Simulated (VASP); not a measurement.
Runs of VASP 6.6.1 on InP (rocksalt type). The structure is that of space group Fm-3m (No. 225), or close to it. The cells are those of the table. 

| cell | gap on the mesh (eV) | pressure (GPa) |
| --- | --- | --- |
| a = 3.837 Å, angles 60.0°, 2 atoms | none | 5.3 |
| a = 3.511 Å, angles 60.0°, 2 atoms | none | 52.6 |
| a = 3.209 Å, angles 60.0°, 2 atoms | none | 175.5 |
| a = 3.753 Å, angles 60.0°, 2 atoms | none | (b) |
| a = 3.917 Å, angles 60.0°, 2 atoms | none | (a) |

Alike in all rows: task single point; level PBE; potentials or basis VASP PAW PBE potentials, release 64 (In_d, P); no spin polarisation; k mesh 13 × 13 × 13; cutoff (eV) 520; smearing fermi-dirac 0.05 eV.

Estimate the missing entries.

(a) 0.0; (b) 12.8.

Caveats: spin-orbit coupling is left out, which moves the levels of the heavy elements; the cell stands under pressure (at least some runs).

A k mesh can miss the band edges, and the runs leave out spin-orbit coupling on In.

A gap of «none» marks levels without a gap at the run's occupations.
